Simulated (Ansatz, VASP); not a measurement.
Two plane-wave programs on SiC

```xyz
2
Lattice="0.0000 2.2101 2.2101 2.2101 0.0000 2.2101 2.3076 2.3076 -0.0975" Properties=species:S:1:pos:R:3 pbc="T T T"
Si    0.0000    0.0000    0.0000
C     3.3883    3.3883    3.2420
```

Alike in both runs: task single point; functional PBE; k mesh 12 × 12 × 12; occupations gaussian, width 0.05 eV; no spin polarisation.

|  | VASP | Ansatz |
| --- | --- | --- |
| version | VASP 6.6.1 | Ansatz 0.2.0 |
| potentials or method | VASP PAW PBE potentials, release 64 (Si, C), cutoff 520 eV | scalar-relativistic, plane waves, PAW |
| valence electrons in the cell | 8 | 8 |

```tsv
	VASP	Ansatz	Ansatz less VASP
gap on the k mesh at the Fermi level (eV)	1.27	1.28	+0.003
least direct gap on the mesh (eV)	4.07	4.07	+0.003
pressure (GPa)	-15.3	-15.3	0.00
traceless stress, the component that is largest in VASP (GPa)	-8.37	-8.33	+0.042
rms of the force components (eV/Å)	0.048	0.047	-0.0006
```

Atom by atom the forces differ by 0.001 eV/Å (rms over components).
